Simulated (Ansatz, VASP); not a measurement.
## C in VASP and in Ansatz

INCAR

```
PREC = Accurate
ENCUT = 520
EDIFF = 1E-7
ISMEAR = 0
SIGMA = 0.05
LREAL = False
LASPH = True
NELM = 60
ALGO = Normal
ISIF = 2
LWAVE = False
LCHARG = True
GGA = CA
LELF = True
LVHAR = True
NBANDS = 11
```

File KPOINTS:

```
Automatic mesh
0
Gamma
  12 12 12
```

The input POSCAR:

```
C
1.0
    0.0000000000      2.0151851342      1.7966710835
    1.4854541022      0.0000000000      1.7966710835
    1.4854541022      2.0151851342      0.0000000000
C
2
Direct
    0.5000000000      0.5000000000      0.5000000000
    0.7500000000      0.7500000000      0.7500000000
```

Input for Ansatz:

```yaml
crystal:
  lattice:
    - [0.0, 2.0151851342, 1.7966710835]
    - [1.4854541022, 0.0, 1.7966710835]
    - [1.4854541022, 2.0151851342, 0.0]
  atoms:
    - { symbol: C, position: [0.5, 0.5, 0.5] }
    - { symbol: C, position: [0.75, 0.75, 0.75] }
basis:
  ecutwfc: 520.0
kpoints:
  mp_grid: { grid: [12, 12, 12] }
hamiltonian:
  xc: lda
  pseudopotentials: { kind: paw, azcp: { folder: soft_1 } }
scf:
  occupations: { method: gaussian, width: 0.05 }
output:
  forces: true
  stress: true
  eigenvalues: true
```

Change from the starting cell: strain +e along x and -e along y -0.1500, strain +e along z and -e/2 along x and y +0.0175.

Alike in both runs: task single point; functional LDA; k mesh 12 × 12 × 12; occupations gaussian, width 0.05 eV; no spin polarisation.

```csv
,VASP,Ansatz
version,VASP 6.6.1,Ansatz 0.2.0
potentials or method,"VASP PAW LDA potentials, release 64 (C), cutoff 520 eV","scalar-relativistic, plane waves, PAW"
valence electrons in the cell,8,8
```

Ansatz gave:

| Item | Value |
| --- | --- |
| gap on the k mesh at the Fermi level (eV) | none |
| pressure (GPa) | 12.1 |
| traceless stress, the component that is largest in VASP (GPa) | -142.36 |

Task: Which values does VASP return?

Result: gap on the k mesh at the Fermi level (eV): none; pressure (GPa): 13.8; traceless stress, the component that is largest in VASP (GPa): -142.15.

Ansatz warns that its potentials were made for another functional, while VASP's fit it. LDA's correlation is that of Perdew and Zunger in VASP and of Perdew and Wang (1992) in Ansatz. A gap of «none» marks a metal or a gap that the smearing closes.
